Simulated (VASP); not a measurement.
# MgF2 (P4_2/mnm) in VASP: single point with HSE06

Aim: the single point of MgF2 with HSE06.

Program: VASP 6.6.1. These are calculated values, not measurements. Logs are shortened: lines on timing, memory, paths and dates and some standing lists are left out, and cuts for length are marked.

### 1 The cell of the first run

It takes space group P4_2/mnm (No. 136, tetragonal). The conventional cell has a = 4.622 Å, b = 4.622 Å, c = 3.046 Å, α = 90.00°, β = 90.00°, γ = 90.00°. Within 2.6 Å of Mg (site symmetry mmm) lie 6 F at 1.98 to 1.99 Å. F (site symmetry m2m) has 3 Mg at 1.98 to 1.99 Å and 1 F at 2.58 Å within 2.6 Å.

### 2 Single point, HSE06

Input file POSCAR:

```
MgF2
1.0
    4.6220159513      0.0000000000      0.0000000000
    0.0000000000      4.6220159513      0.0000000000
    0.0000000000      0.0000000000      3.0461118667
Mg F
2 4
Direct
    0.5000000000      0.5000000000      0.5000000000
    0.0000000000      0.0000000000      0.0000000000
    0.6970494155      0.6970494155      0.0000000000
    0.8029505845      0.1970494155      0.5000000000
    0.3029505845      0.3029505845      0.0000000000
    0.1970494155      0.8029505845      0.5000000000
```

Input file INCAR.step1:

```
  PREC = Accurate
  ENCUT = 520
  EDIFF = 1E-5
  ISMEAR = 0
  SIGMA = 0.01
  LREAL = F
  LASPH = T
  NELM = 120
  ALGO = Normal
  ISIF = 2
  LWAVE = T
  LCHARG = F
  GGA = PE
  NBANDS = 25
  GGA_COMPAT = F
  KPAR = 4
```

Input file INCAR.step2:

```
  PREC = Accurate
  ENCUT = 520
  EDIFF = 1E-6
  ISMEAR = 0
  SIGMA = 0.01
  LREAL = F
  LASPH = T
  NELM = 120
  ALGO = Normal
  ISIF = 2
  LWAVE = F
  LCHARG = F
  GGA = PE
  LHFCALC = T
  HFSCREEN = 0.2079
  PRECFOCK = Normal
  ISTART = 1
  NBANDS = 25
  GGA_COMPAT = F
  KPAR = 4
```

Input file KPOINTS:

```
regular mesh
0
Gamma
  4 4 6
```

Potentials or basis: VASP PAW PBE potentials, release 64 (Mg, F).

Launch:

```bash
> cat potpaw_PBE.64/Mg/POTCAR potpaw_PBE.64/F/POTCAR > POTCAR
> cp INCAR.step1 INCAR
> mpirun -np 4 vasp_std > vasp.out
> cp INCAR.step2 INCAR
> mpirun -np 4 vasp_std > vasp.out
```

OUTCAR:

```text
PREC = Accurate
   ENCUT = 520
   EDIFF = 1E-6
   ISMEAR = 0
   LREAL = F
   LASPH = T
   NELM = 120
   ISIF = 2
   GGA = PE
   LHFCALC = T
   HFSCREEN = 0.2079
   PRECFOCK = Normal
   ISTART = 1

 ion  position               nearest neighbor table
   1  0.500  0.500  0.500-   4 1.98   6 1.98   5 1.99   3 1.99   3 1.99   5 1.99   2 3.61   2 3.61
                             2 3.61   2 3.61   2 3.61   2 3.61   2 3.61   2 3.61
   2  0.000  0.000  0.000-   3 1.98   5 1.98   4 1.99   6 1.99   4 1.99   6 1.99   1 3.61   1 3.61
                             1 3.61   1 3.61   1 3.61   1 3.61   1 3.61   1 3.61
   3  0.697  0.697  0.000-   2 1.98   1 1.99   1 1.99
   4  0.803  0.197  0.500-   1 1.98   2 1.99   2 1.99
   5  0.303  0.303  0.000-   2 1.98   1 1.99   1 1.99
   6  0.197  0.803  0.500-   1 1.98   2 1.99   2 1.99

  LATTYP: Found a simple tetragonal cell.
 ALAT       =     4.6220159513
 C/A-ratio  =     0.6590439970

  Lattice vectors:

 A1 = (   4.6220159513,   0.0000000000,   0.0000000000)
 A2 = (   0.0000000000,   4.6220159513,   0.0000000000)
 A3 = (   0.0000000000,   0.0000000000,   3.0461118667)

Analysis of symmetry for initial positions (statically):
=====================================================================
 Subroutine PRICEL returns:
 Original cell was already a primitive cell.

 Routine SETGRP: Setting up the symmetry group for a
 simple tetragonal supercell.

 Subroutine GETGRP returns: Found 16 space group operations
 (whereof  8 operations were pure point group operations)
 out of a pool of 16 trial point group operations.

The static configuration has the point symmetry D_2h.
 The point group associated with its full space group is D_4h.

Analysis of symmetry for dynamics (positions and initial velocities):
=====================================================================
 Subroutine PRICEL returns:
 Original cell was already a primitive cell.

 Routine SETGRP: Setting up the symmetry group for a
 simple tetragonal supercell.

 Subroutine GETGRP returns: Found 16 space group operations
 (whereof  8 operations were pure point group operations)
 out of a pool of 16 trial point group operations.

The dynamic configuration has the point symmetry D_2h.
 The point group associated with its full space group is D_4h.

 Subroutine INISYM returns: Found 16 space group operations
 (whereof  8 operations are pure point group operations),
 and found     1 'primitive' translations

----------------------------------------------------------------------------------------

                                     Primitive cell

  volume of cell :      65.0742

  direct lattice vectors                    reciprocal lattice vectors
     4.622015951  0.000000000  0.000000000     0.216355809  0.000000000  0.000000000
     0.000000000  4.622015951  0.000000000     0.000000000  0.216355809  0.000000000
     0.000000000  0.000000000  3.046111867     0.000000000  0.000000000  0.328287352

  length of vectors
     4.622015951  4.622015951  3.046111867     0.216355809  0.216355809  0.328287352

  position of ions in fractional coordinates (direct lattice)
     0.500000000  0.500000000  0.500000000
     0.000000000  0.000000000  0.000000000
     0.697049415  0.697049415  0.000000000
     0.802950585  0.197049415  0.500000000
     0.302950585  0.302950585  0.000000000
     0.197049415  0.802950585  0.500000000

  ion indices of the primitive-cell ions
   primitive index   ion index
                 1           1
                 2           2
                 3           3
                 4           4
                 5           5
                 6           6

----------------------------------------------------------------------------------------

 KPOINTS: regular mesh

Automatic generation of k-mesh.
 Grid dimensions read from file:
 generate k-points for:    4    4    6

 Generating k-lattice:

  Cartesian coordinates                     Fractional coordinates (reciprocal lattice)
     0.054088952  0.000000000  0.000000000     0.250000000  0.000000000  0.000000000
     0.000000000  0.054088952  0.000000000     0.000000000  0.250000000  0.000000000
     0.000000000  0.000000000  0.054714559     0.000000000  0.000000000  0.166666667

  Length of vectors
     0.054088952  0.054088952  0.054714559

  Shift w.r.t. Gamma in fractional coordinates (k-lattice)
     0.000000000  0.000000000  0.000000000

 Subroutine IBZKPT returns following result:
 ===========================================

 Found     24 irreducible k-points:

 Following reciprocal coordinates:
            Coordinates               Weight
  0.000000  0.000000  0.000000      1.000000
  0.250000  0.000000  0.000000      4.000000
  0.500000  0.000000  0.000000      2.000000
  0.250000  0.250000  0.000000      4.000000
  0.500000  0.250000  0.000000      4.000000
  0.500000  0.500000  0.000000      1.000000
[... 16 lines left out ...]
  0.500000  0.250000  0.500000      4.000000
  0.500000  0.500000  0.500000      1.000000
   k-points           NKPTS =     24   k-points in BZ     NKDIM =     96   number of bands    NBANDS=     25
   number of dos      NEDOS =    301   number of ions     NIONS =      6
   total plane-waves  NPLWV =  31104
   dimension x,y,z NGX =    36 NGY =   36 NGZ =   24
   dimension x,y,z NGXF=    72 NGYF=   72 NGZF=   48
   ions per type =               2   4
   NGX,Y,Z   is equivalent  to a cutoff of  12.95, 12.95, 13.10 a.u.
   NGXF,Y,Z  is equivalent  to a cutoff of  25.90, 25.90, 26.20 a.u.
 SYSTEM =  unknown system
   PREC   = accura    normal or accurate (medium, high low for compatibility)
   ISTART =      1    job   : 0-new  1-cont  2-samecut
   ICHARG =      0    charge: 1-file 2-atom 10-const
   ISPIN  =      1    spin polarized calculation?
   LNONCOLLINEAR =      F non collinear calculations
   LSORBIT =      F    spin-orbit coupling
   LASPH  =      T    aspherical Exc in radial PAW
   ENCUT  =  520.0 eV  38.22 Ry    6.18 a.u.   8.59  8.59  5.66*2*pi/ulx,y,z
   NELM   =    120;   NELMIN=  2; NELMDL=  0     # of ELM steps
   EDIFF  = 0.1E-05   stopping-criterion for ELM
   LREAL  =      F    real-space projection
   EDIFFG = 0.1E-04   stopping-criterion for IOM
   NSW    =      0    number of steps for IOM
   IBRION =     -1    ionic relax: 0-MD 1-quasi-New 2-CG
   NFREE  =      0    steps in history (QN), initial steepest desc. (CG)
   ISIF   =      2    stress and relaxation
   ISYM   =      3    0-nonsym 1-usesym 2-fastsym
   POTIM  = 0.5000    time-step for ionic-motion
   TEBEG  =    0.0;   TEEND  =   0.0 temperature during run
   PSTRESS=    0.0 pullay stress
   NELECT =      32.0000    total number of electrons
   NUPDOWN=      -1.0000    fix difference up-down
   EMIN   =  10.00;   EMAX   =-10.00  energy-range for DOS
   EFERMI =   0.00;   METHOD = LEGACY
   ISMEAR =     0;   SIGMA  =   0.01  broadening in eV -4-tet -1-fermi 0-gaus
   EFERMI_NEDOS =   21; number of points for ismear=-14 and -15
   IALGO  =     38    algorithm
   IMIX   =      1    mixing-type and parameters
     AMIX     =   0.40;   BMIX     =  1.00
     AMIX_MAG =   1.60;   BMIX_MAG =  1.00
  volume/ion in A,a.u.               =      10.85        73.19
  Fermi-wavevector in a.u.,A,eV,Ry     =   1.292177  2.441860 22.717929  1.669721
  Thomas-Fermi vector in A             =   2.423901
   LORBIT       =      0    0 simple, 1 ext, 2 COOP (PROOUT), +10 PAW based schemes
   GGA     = PE    functional components
   LHFCALC =     T    Hartree Fock is set to
   PRECFOCK=normal    Normal, Fast or Accurate (Low or Medium for compatibility)
   ENCUT4O =  -1.0   cutoff for four orbital integrals eV
   NKREDX  =     1    reduce k-point grid by
   NKREDY  =     1    reduce k-point grid by
   NKREDZ  =     1    reduce k-point grid by
   AEXX    =    0.2500 exact exchange contribution
   HFSCREEN=    0.2079 screening length (either q_TF or 0.3 A-1)
   HFSCREENC=   0.2079 screening length for correlation (either q_TF or 0.3 A-1)
   ENCUTFOCK=  -1.0 apply spherical cutoff to Coloumb kernel
   IVDW    =     0    specifies the selected vdW correction
   LEPSILON=     F    determine dielectric tensor
   LRPA    =     F    only Hartree local field effects (RPA)
 non-spin polarized calculation
 Gauss-broadening in eV      SIGMA  =   0.01
  energy-cutoff  :      520.00
  volume of cell :       65.07
 maximum number of plane-waves:      1772
 NGX is ok and might be reduce to    36
  NGX = 28; NGY = 28; NGZ = 18

 number of electron      32.0000031 magnetization

 Free energy of the ion-electron system (eV)
  ---------------------------------------------------
  ext. energy  EPLUGINS =         0.00000000
  ---------------------------------------------------
  free energy    TOTEN  =       -38.30840587 eV

  energy without entropy =      -38.30840587  energy(sigma->0) =      -38.30840587

 E-fermi :  -2.8144     XC(G=0):  -7.9937

 val. band max:       -2.9679385593   @ k =   0.0000   0.0000   0.0000
 cond. band min:       6.4403322322   @ k =   0.0000   0.0000   0.0000
 fundamental gap:      9.4082707915
 Fermi energy:        -2.8143823487

 k-point     1 :       0.0000    0.0000    0.0000
  band No.  band energies     occupation
      1     -25.2826      2.00000
      2     -24.4507      2.00000
      3     -24.4507      2.00000
      4     -24.3525      2.00000
      5      -7.1501      2.00000
      6      -5.5691      2.00000
[... 17 lines left out ...]
     24      18.2956      0.00000
     25      18.2956      0.00000

 k-point     2 :       0.2500    0.0000    0.0000
  band No.  band energies     occupation
      1     -25.1806      2.00000
      2     -24.6224      2.00000
      3     -24.4225      2.00000
      4     -24.3236      2.00000
      5      -6.9175      2.00000
      6      -5.6971      2.00000
[... 17 lines left out ...]
     24      17.7391      0.00000
     25      18.2920      0.00000
[... 586 lines left out ...]
     24      15.2642      0.00000
     25      16.9993      0.00000

 k-point    24 :       0.5000    0.5000    0.5000
  band No.  band energies     occupation
      1     -24.6062      2.00000
      2     -24.6062      2.00000
      3     -24.4128      2.00000
      4     -24.4128      2.00000
      5      -6.8244      2.00000
      6      -6.8244      2.00000
[... 17 lines left out ...]
     24      14.8194      0.00000
     25      17.6042      0.00000

------------------------ aborting loop because EDIFF is reached ----------------------------------------

  FORCE on cell =-STRESS in cart. coord.  units (eV):
  Direction    XX          YY          ZZ          XY          YZ          ZX
  --------------------------------------------------------------------------------------
  -------------------------------------------------------------------------------------
  Total        0.3004476      0.3004476      0.2720989     -0.0000000      0.0000000      0.0000000
  in kB        7.3972547      7.3972547      6.6992872     -0.0000000      0.0000000      0.0000000
  external PRESSURE =       7.1645989 kB  Pullay stress =       0.0000000 kB

 VOLUME and BASIS-vectors are now :
 -----------------------------------------------------------------------------
  energy-cutoff  :      520.00
  volume of cell :       65.07
      direct lattice vectors                 reciprocal lattice vectors
     4.622015951  0.000000000  0.000000000     0.216355809  0.000000000  0.000000000
     0.000000000  4.622015951  0.000000000     0.000000000  0.216355809  0.000000000
     0.000000000  0.000000000  3.046111867     0.000000000  0.000000000  0.328287352

 POSITION                                       TOTAL-FORCE (eV/Angst)
 -----------------------------------------------------------------------------------
      2.31101      2.31101      1.52306         0.000000      0.000000     -0.000000
      0.00000      0.00000      0.00000         0.000000      0.000000     -0.000000
      3.22177      3.22177      0.00000        -0.011652     -0.011652      0.000000
      3.71125      0.91077      1.52306         0.011652     -0.011652     -0.000000
      1.40024      1.40024      0.00000         0.011652      0.011652     -0.000000
      0.91077      3.71125      1.52306        -0.011652      0.011652     -0.000000
 -----------------------------------------------------------------------------------
    total drift:                               -0.000348     -0.000366      0.000095

  FREE ENERGIE OF THE ION-ELECTRON SYSTEM (eV)
  ---------------------------------------------------
  free  energy   TOTEN  =       -38.3084058740 eV

  energy  without entropy=      -38.3084058740  energy(sigma->0) =      -38.30840587
```

Run time: 28 min. Hardware: 4 MPI ranks of Intel Xeon Platinum 8259CL at 2.50GHz (Skylake/Cascade Lake), shared host; peak memory 0.31 GiB.

What came out:

```yaml
Free_energy: -38.3084 eV
Pressure: 0.7 GPa
Largest_force: 0.016 eV/Å
Band_gap_on_the_k_mesh: 9.41 eV, direct
```

Forces on the atoms (eV/Å):
```
Mg   0.000  0.000  0.000
Mg   0.000  0.000  0.000
F   -0.012 -0.012  0.000
F    0.012 -0.012  0.000
F    0.012  0.012  0.000
F   -0.012  0.012  0.000
```

Caveat: the PAW data sets were made with another functional, which shifts forces and pressure a little.
